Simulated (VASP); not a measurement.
# PdPt2S6 (P-3m1) in VASP: a series of runs

PdPt2S6 is run at these levels: PBE; tasks: single point.

Everything below comes from runs of VASP 6.6.1. Logs are shortened: lines on timing, memory, paths and dates and some standing lists are left out, and cuts for length are marked.

## Step 1: The cell of the first run

It takes space group P-3m1 (No. 164, trigonal). Conventional cell: a = 3.571 Å, b = 3.571 Å, c = 18.962 Å, α = 90.00°, β = 90.00°, γ = 120.00°. Within 3.2 Å of Pd (site symmetry -3m) lie 6 S at 2.40 Å. Pt (site symmetry 3m) has 6 S at 2.40 Å within 3.2 Å. S (site symmetry 3m) has 3 Pd at 2.40 Å within 3.2 Å. Within 3.2 Å of S (site symmetry 3m) lie 3 Pt at 2.40 Å. S (site symmetry 3m) has 3 Pt at 2.40 Å within 3.2 Å.

## Step 2: Single point, PBE

INCAR reads:

```
PREC = Accurate ; ENCUT = 520
EDIFF = 1E-7 ; ISMEAR = 0
SIGMA = 0.1 ; LREAL = F
LASPH = T ; NELM = 100
ALGO = Normal ; ISIF = 2
LWAVE = F ; LCHARG = F
GGA = PE ; NBANDS = 43
```

KPOINTS reads:

```
Automatic mesh
0
Gamma
  6 6 1
```

POSCAR reads:

```
PdPt2S6
1.0
    3.5712623000      0.0000000000      0.0000000000
   -1.7856312000      3.0928039000      0.0000000000
    0.0000000000      0.0000000000     18.9619127000
Pd Pt S
1 2 6
Direct
    0.0000000000      0.0000000000      0.0000000000
    0.0000000000      0.0000000000      0.3322920000
    0.0000000000      0.0000000000      0.6677080000
    0.3333333000      0.6666667000      0.0648730000
    0.3333333000      0.6666667000      0.3971820000
    0.3333333000      0.6666667000      0.7325910000
    0.6666667000      0.3333333000      0.2674090000
    0.6666667000      0.3333333000      0.6028180000
    0.6666667000      0.3333333000      0.9351270000
```

Potentials or basis: VASP PAW PBE potentials, release 64 (Pd, Pt, S).

Command:

```bash
> cat potpaw_PBE.64/Pd/POTCAR potpaw_PBE.64/Pt/POTCAR potpaw_PBE.64/S/POTCAR > POTCAR
> mpirun -np 1 vasp_std > vasp.out
```

OUTCAR:

```text
PREC = Accurate
   ENCUT = 520
   EDIFF = 1E-7
   ISMEAR = 0
   LREAL = F
   LASPH = T
   NELM = 100
   ISIF = 2
   GGA = PE

 ion  position               nearest neighbor table
   1  0.000  0.000  0.000-   4 2.40   9 2.40   9 2.40   4 2.40   9 2.40   4 2.40
   2  0.000  0.000  0.332-   7 2.40   7 2.40   7 2.40   5 2.40   5 2.40   5 2.40
   3  0.000  0.000  0.668-   6 2.40   6 2.40   6 2.40   8 2.40   8 2.40   8 2.40
   4  0.333  0.667  0.065-   1 2.40   1 2.40   1 2.40
   5  0.333  0.667  0.397-   2 2.40   2 2.40   2 2.40
   6  0.333  0.667  0.733-   3 2.40   3 2.40   3 2.40
   7  0.667  0.333  0.267-   2 2.40   2 2.40   2 2.40
   8  0.667  0.333  0.603-   3 2.40   3 2.40   3 2.40
   9  0.667  0.333  0.935-   1 2.40   1 2.40   1 2.40

  LATTYP: Found a hexagonal cell.
 ALAT       =     3.5712623000
 C/A-ratio  =     5.3095827489

  Lattice vectors:

 A1 = (   3.5712623000,   0.0000000000,   0.0000000000)
 A2 = (  -1.7856312000,   3.0928039000,   0.0000000000)
 A3 = (   0.0000000000,   0.0000000000,  18.9619127000)

Analysis of symmetry for initial positions (statically):
=====================================================================
 Subroutine PRICEL returns:
 Original cell was already a primitive cell.

 Routine SETGRP: Setting up the symmetry group for a
 hexagonal supercell.

 Subroutine GETGRP returns: Found 12 space group operations
 (whereof 12 operations were pure point group operations)
 out of a pool of 24 trial point group operations.

The static configuration has the point symmetry D_3d.

Analysis of symmetry for dynamics (positions and initial velocities):
=====================================================================
 Subroutine PRICEL returns:
 Original cell was already a primitive cell.

 Routine SETGRP: Setting up the symmetry group for a
 hexagonal supercell.

 Subroutine GETGRP returns: Found 12 space group operations
 (whereof 12 operations were pure point group operations)
 out of a pool of 24 trial point group operations.

The dynamic configuration has the point symmetry D_3d.

 Subroutine INISYM returns: Found 12 space group operations
 (whereof 12 operations are pure point group operations),
 and found     1 'primitive' translations

----------------------------------------------------------------------------------------

                                     Primitive cell

  volume of cell :     209.4384

  direct lattice vectors                    reciprocal lattice vectors
     3.571262300  0.000000000  0.000000000     0.280013036  0.161665605  0.000000000
    -1.785631200  3.092803900  0.000000000     0.000000000  0.323331201  0.000000000
     0.000000000  0.000000000 18.961912700     0.000000000  0.000000000  0.052737296

  length of vectors
     3.571262300  3.571262346 18.961912700     0.323331205  0.323331201  0.052737296

  position of ions in fractional coordinates (direct lattice)
     0.000000000  0.000000000  0.000000000
     0.000000000  0.000000000  0.332292000
     0.000000000  0.000000000  0.667708000
     0.333333300  0.666666700  0.064873000
     0.333333300  0.666666700  0.397182000
     0.333333300  0.666666700  0.732591000
     0.666666700  0.333333300  0.267409000
     0.666666700  0.333333300  0.602818000
     0.666666700  0.333333300  0.935127000

  ion indices of the primitive-cell ions
   primitive index   ion index
                 1           1
                 2           2
                 3           3
                 4           4
                 5           5
                 6           6
                 7           7
                 8           8
                 9           9

----------------------------------------------------------------------------------------

 KPOINTS: Automatic mesh

Automatic generation of k-mesh.
 Grid dimensions read from file:
 generate k-points for:    6    6    1

 Generating k-lattice:

  Cartesian coordinates                     Fractional coordinates (reciprocal lattice)
     0.046668839  0.026944268  0.000000000     0.166666667  0.000000000  0.000000000
     0.000000000  0.053888534  0.000000000     0.000000000  0.166666667  0.000000000
     0.000000000  0.000000000  0.052737296     0.000000000  0.000000000  1.000000000

  Length of vectors
     0.053888534  0.053888534  0.052737296

  Shift w.r.t. Gamma in fractional coordinates (k-lattice)
     0.000000000  0.000000000  0.000000000

 Subroutine IBZKPT returns following result:
 ===========================================

 Found      7 irreducible k-points:

 Following reciprocal coordinates:
            Coordinates               Weight
  0.000000  0.000000  0.000000      1.000000
  0.166667  0.000000  0.000000      6.000000
  0.333333  0.000000  0.000000      6.000000
  0.500000  0.000000  0.000000      3.000000
  0.166667  0.166667  0.000000      6.000000
  0.333333  0.166667  0.000000     12.000000
  0.333333  0.333333  0.000000      2.000000
   k-points           NKPTS =      7   k-points in BZ     NKDIM =      7   number of bands    NBANDS=     43
   number of dos      NEDOS =    301   number of ions     NIONS =      9
   total plane-waves  NPLWV = 112896
   dimension x,y,z NGX =    28 NGY =   28 NGZ =  144
   dimension x,y,z NGXF=    56 NGYF=   56 NGZF=  288
   ions per type =               1   2   6
   NGX,Y,Z   is equivalent  to a cutoff of  13.03, 13.03, 12.62 a.u.
   NGXF,Y,Z  is equivalent  to a cutoff of  26.07, 26.07, 25.25 a.u.
 SYSTEM =  unknown system
   PREC   = accura    normal or accurate (medium, high low for compatibility)
   ISTART =      0    job   : 0-new  1-cont  2-samecut
   ICHARG =      2    charge: 1-file 2-atom 10-const
   ISPIN  =      1    spin polarized calculation?
   LNONCOLLINEAR =      F non collinear calculations
   LSORBIT =      F    spin-orbit coupling
   LASPH  =      T    aspherical Exc in radial PAW
   ENCUT  =  520.0 eV  38.22 Ry    6.18 a.u.   6.64  6.64 35.26*2*pi/ulx,y,z
   NELM   =    100;   NELMIN=  2; NELMDL= -5     # of ELM steps
   EDIFF  = 0.1E-06   stopping-criterion for ELM
   LREAL  =      F    real-space projection
   EDIFFG = 0.1E-05   stopping-criterion for IOM
   NSW    =      0    number of steps for IOM
   IBRION =     -1    ionic relax: 0-MD 1-quasi-New 2-CG
   NFREE  =      0    steps in history (QN), initial steepest desc. (CG)
   ISIF   =      2    stress and relaxation
   ISYM   =      2    0-nonsym 1-usesym 2-fastsym
   POTIM  = 0.5000    time-step for ionic-motion
   TEBEG  =    0.0;   TEEND  =   0.0 temperature during run
   PSTRESS=    0.0 pullay stress
   NELECT =      66.0000    total number of electrons
   NUPDOWN=      -1.0000    fix difference up-down
   EMIN   =  10.00;   EMAX   =-10.00  energy-range for DOS
   EFERMI =   0.00;   METHOD = LEGACY
   ISMEAR =     0;   SIGMA  =   0.10  broadening in eV -4-tet -1-fermi 0-gaus
   EFERMI_NEDOS =   21; number of points for ismear=-14 and -15
   IALGO  =     38    algorithm
   IMIX   =      4    mixing-type and parameters
     AMIX     =   0.40;   BMIX     =  1.00
     AMIX_MAG =   1.60;   BMIX_MAG =  1.00
  volume/ion in A,a.u.               =      23.27       157.04
  Fermi-wavevector in a.u.,A,eV,Ry     =   1.114048  2.105246 16.886242  1.241104
  Thomas-Fermi vector in A             =   2.250639
   LORBIT       =      0    0 simple, 1 ext, 2 COOP (PROOUT), +10 PAW based schemes
   GGA     = PE    functional components
   LHFCALC =     F    Hartree Fock is set to
   AEXX    =    0.0000 exact exchange contribution
   IVDW    =     0    specifies the selected vdW correction
   LEPSILON=     F    determine dielectric tensor
   LRPA    =     F    only Hartree local field effects (RPA)
 non-spin polarized calculation
 Gauss-broadening in eV      SIGMA  =   0.10
  energy-cutoff  :      520.00
  volume of cell :      209.44
 maximum number of plane-waves:      5699
 NGX is ok and might be reduce to    28
   NGX = 13   NGY = 13   NGZ = 71

 number of electron      65.9999998 magnetization

 Free energy of the ion-electron system (eV)
  ---------------------------------------------------
  ext. energy  EPLUGINS =         0.00000000
  ---------------------------------------------------
  free energy    TOTEN  =       -44.92319995 eV

  energy without entropy =      -44.92319995  energy(sigma->0) =      -44.92319995

 E-fermi :   3.8234     XC(G=0):  -9.0498

 val. band max:        3.3129052614   @ k =   0.1667   0.0000   0.0000
 cond. band min:       4.6683653936   @ k =   0.3333   0.0000   0.0000
 fundamental gap:      1.3554601322
 Fermi energy:         3.8233605516

 k-point     1 :       0.0000    0.0000    0.0000
  band No.  band energies     occupation
      1     -10.8419      2.00000
      2     -10.8267      2.00000
      3     -10.2449      2.00000
      4      -8.6549      2.00000
      5      -8.6220      2.00000
      6      -8.4249      2.00000
[... 35 lines left out ...]
     42       9.1647      0.00000
     43       9.4456      0.00000

 k-point     2 :       0.1667    0.0000    0.0000
  band No.  band energies     occupation
      1     -10.5119      2.00000
      2     -10.4971      2.00000
      3      -9.9634      2.00000
      4      -8.7260      2.00000
      5      -8.6985      2.00000
      6      -8.4560      2.00000
[... 35 lines left out ...]
     42      10.0665      0.00000
     43      10.2896      0.00000

 k-point     3 :       0.3333    0.0000    0.0000
  band No.  band energies     occupation
      1      -9.7190      2.00000
      2      -9.7068      2.00000
      3      -9.2880      2.00000
      4      -8.8656      2.00000
      5      -8.8499      2.00000
      6      -8.5386      2.00000
[... 35 lines left out ...]
     42       9.6654      0.00000
     43      10.6495      0.00000

 k-point     4 :       0.5000    0.0000    0.0000
  band No.  band energies     occupation
      1      -9.2418      2.00000
      2      -9.2365      2.00000
      3      -8.8953      2.00000
      4      -8.8871      2.00000
      5      -8.7999      2.00000
      6      -8.6571      2.00000
[... 35 lines left out ...]
     42       9.4000      0.00000
     43       9.9404      0.00000

 k-point     5 :       0.1667    0.1667    0.0000
  band No.  band energies     occupation
      1      -9.9394      2.00000
      2      -9.9259      2.00000
      3      -9.4801      2.00000
      4      -8.8338      2.00000
      5      -8.8154      2.00000
      6      -8.5103      2.00000
[... 35 lines left out ...]
     42      10.6654      0.00000
     43      10.7036      0.00000

 k-point     6 :       0.3333    0.1667    0.0000
  band No.  band energies     occupation
      1      -9.2305      2.00000
      2      -9.2228      2.00000
      3      -8.9257      2.00000
      4      -8.9182      2.00000
      5      -8.8669      2.00000
      6      -8.5966      2.00000
[... 35 lines left out ...]
     42      10.2315      0.00000
     43      10.8909      0.00000

 k-point     7 :       0.3333    0.3333    0.0000
  band No.  band energies     occupation
      1      -8.9540      2.00000
      2      -8.9540      2.00000
      3      -8.9535      2.00000
      4      -8.9535      2.00000
      5      -8.6314      2.00000
      6      -8.6314      2.00000
[... 35 lines left out ...]
     42      10.9626      0.00000
     43      11.8343      0.00000

------------------------ aborting loop because EDIFF is reached ----------------------------------------

  FORCE on cell =-STRESS in cart. coord.  units (eV):
  Direction    XX          YY          ZZ          XY          YZ          ZX
  --------------------------------------------------------------------------------------
  -------------------------------------------------------------------------------------
  Total       -0.4655798     -0.4655798     -0.3077245      0.0000000      0.0000000      0.0000000
  in kB       -3.5616272     -3.5616273     -2.3540541      0.0000001      0.0000000      0.0000000
  external PRESSURE =      -3.1591029 kB  Pullay stress =       0.0000000 kB

 VOLUME and BASIS-vectors are now :
 -----------------------------------------------------------------------------
  energy-cutoff  :      520.00
  volume of cell :      209.44
      direct lattice vectors                 reciprocal lattice vectors
     3.571262300  0.000000000  0.000000000     0.280013036  0.161665605  0.000000000
    -1.785631200  3.092803900  0.000000000     0.000000000  0.323331201  0.000000000
     0.000000000  0.000000000 18.961912700     0.000000000  0.000000000  0.052737296

 POSITION                                       TOTAL-FORCE (eV/Angst)
 -----------------------------------------------------------------------------------
      0.00000      0.00000      0.00000        -0.000000      0.000000     -0.000000
      0.00000      0.00000      6.30089        -0.000000      0.000000     -0.000875
      0.00000      0.00000     12.66102        -0.000000      0.000000      0.000875
     -0.00000      2.06187      1.23012        -0.000000     -0.000000     -0.037663
     -0.00000      2.06187      7.53133        -0.000000      0.000000     -0.043976
     -0.00000      2.06187     13.89133        -0.000000      0.000000     -0.044467
      1.78563      1.03093      5.07059         0.000000     -0.000000      0.044467
      1.78563      1.03093     11.43058         0.000000      0.000000      0.043976
      1.78563      1.03093     17.73180        -0.000000      0.000000      0.037663
 -----------------------------------------------------------------------------------
    total drift:                                0.000000      0.000000      0.000000

  FREE ENERGIE OF THE ION-ELECTRON SYSTEM (eV)
  ---------------------------------------------------
  free  energy   TOTEN  =       -44.9231999542 eV

  energy  without entropy=      -44.9231999542  energy(sigma->0) =      -44.92319995
```

It took 2.6 min on 1 thread of Intel Xeon Platinum 8259CL at 2.50GHz (Skylake/Cascade Lake), shared host; peak memory 0.34 GiB.

What came out:

```
Free energy            : -44.9232 eV
Pressure               : -0.3 GPa
Largest force          : 0.044 eV/Å
Band gap on the k mesh : 1.36 eV, indirect (the least direct gap lies 4.6 meV higher)
```

Forces on the atoms (eV/Å):
```
Pd   0.000  0.000  0.000
Pt   0.000  0.000 -0.001
Pt   0.000  0.000  0.001
S    0.000  0.000 -0.038
S    0.000  0.000 -0.044
S    0.000  0.000 -0.044
S    0.000  0.000  0.044
S    0.000  0.000  0.044
S    0.000  0.000  0.038
```

Stress tensor (GPa, compression positive):
```
-0.36  0.00  0.00
 0.00 -0.36  0.00
 0.00  0.00 -0.24
```

Caveat: spin-orbit coupling is left out, which moves the levels of the heavy elements; this functional lacks dispersion, which binds the layers, so the pressure and a relaxed spacing across them are unreliable.

## Step 3: Single point, PBE

INCAR reads:

```
SYSTEM = PdPt2S6
ALGO = Normal ; EDIFF = 1E-6
ENCUT = 520 ; GGA = PE
ISIF = 2 ; ISMEAR = 0
LASPH = .True. ; LCHARG = .False.
LREAL = .False. ; LWAVE = .False.
NBANDS = 43 ; NELM = 100
PREC = Accurate ; SIGMA = 0.1
```

KPOINTS reads:

```
k-points
0
Gamma
  6 6 1
  0 0 0
```

POSCAR reads:

```
PdPt2S6
1.0
    3.5712623142      0.0000000289      0.0000000000
   -1.7856311821      3.0928038733      0.0000000000
    0.0000000000      0.0000000000     18.9619127000
Pd Pt S
1 2 6
Direct
    0.0000000000      0.0000000000      0.0000000000
    0.0000000000      0.0000000000      0.3322920000
    0.0000000000      0.0000000000      0.6677080000
    0.3333333333      0.6666666667      0.0648730000
    0.3333333333      0.6666666667      0.3971820000
    0.3333333333      0.6666666667      0.7325910000
    0.6666666667      0.3333333333      0.2674090000
    0.6666666667      0.3333333333      0.6028180000
    0.6666666667      0.3333333333      0.9351270000
```

Potentials or basis: VASP PAW PBE potentials, release 64 (Pd, Pt, S).

Command:

```bash
> cat potpaw_PBE.64/Pd/POTCAR potpaw_PBE.64/Pt/POTCAR potpaw_PBE.64/S/POTCAR > POTCAR
> mpirun -np 1 vasp_std > vasp.out
```

It took 2.4 min on 1 thread of Intel Xeon Platinum 8259CL at 2.50GHz (Skylake/Cascade Lake), shared host; peak memory 0.34 GiB.

The run converged. Its results:

- Free energy: -44.9232 eV
- Pressure: -0.3 GPa
- Largest force: 0.045 eV/Å
- Band gap on the k mesh: 1.36 eV, indirect (the least direct gap lies 4.6 meV higher)

Forces on the atoms (eV/Å):
```
Pd   0.000  0.000  0.000
Pt   0.000  0.000 -0.001
Pt   0.000  0.000  0.001
S    0.000  0.000 -0.038
S    0.000  0.000 -0.044
S    0.000  0.000 -0.045
S    0.000  0.000  0.045
S    0.000  0.000  0.044
S    0.000  0.000  0.038
```

Stress tensor (GPa, compression positive):
```
-0.35  0.00  0.00
 0.00 -0.35  0.00
 0.00  0.00 -0.23
```

Levels at points of the mesh, in eV from the valence-band top:
| k point | band 29 | band 30 | band 31 | band 32 | band 33 | band 34 | band 35 | band 36 | band 37 | band 38 |
| --- | --- | --- | --- | --- | --- | --- | --- | --- | --- | --- |
| (0.00, 0.00, 0.00) | -0.45 | -0.45 | -0.30 | -0.18 | -0.18 | 2.38 | 2.38 | 3.00 | 3.00 | 3.02 |
| (0.50, 0.00, 0.00) | -1.87 | -1.81 | -1.70 | -1.47 | -1.30 | 1.88 | 2.19 | 2.57 | 2.65 | 2.77 |

Caveat: spin-orbit coupling is left out, which moves the levels of the heavy elements; this functional lacks dispersion, which binds the layers, so the pressure and a relaxed spacing across them are unreliable. A k mesh can miss the band edges.
